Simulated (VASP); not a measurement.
InSbO, 3 atoms in the cell. The structure is hexagonal, space group P-6m2 (No. 187). The conventional cell has a = 3.860 Å, b = 3.860 Å, c = 5.478 Å, α = 90.00°, β = 90.00°, γ = 120.00°. Within 4.6 Å of In (site symmetry -6m2) lie 6 Sb at 3.53 Å and 6 O at 3.53 Å and 6 In at 3.86 Å. Within 2.9 Å of Sb (site symmetry -6m2) lie 3 O at 2.23 Å. Within 2.9 Å of O (site symmetry -6m2) lie 3 Sb at 2.23 Å. The cell was generated, and may not be a known phase.

* Program: VASP 6.6.1
* Task: single point
* Functional: PBE
* Potentials or basis: VASP PAW PBE potentials, release 64 (In_d, Sb, O)
* Cutoff: 520 eV
* k mesh: 6 × 6 × 4
* Occupations: gaussian, width 0.1 eV
* Spin: no spin polarisation
* Dipole correction: no
* Further INCAR settings: ALGO = Normal; EDIFF = 1e-06; NBANDS = 19

Potentials or basis: VASP PAW PBE potentials, release 64 (In_d, Sb, O).

Launch:

```console
$ cat potpaw_PBE.64/In_d/POTCAR potpaw_PBE.64/Sb/POTCAR potpaw_PBE.64/O/POTCAR > POTCAR
$ mpirun -np 1 vasp_std > vasp.out
```

Hardware: 1 thread of Oxide Virtual Turin-like Processor (shared host).

**Question.** Estimate the wall time of this run.

**Answer.** Run time: 17 s on 1 thread of Oxide Virtual Turin-like Processor, with other jobs on the host, peak memory 0.16 GiB. Counts: scf iterations 14, k points 21.
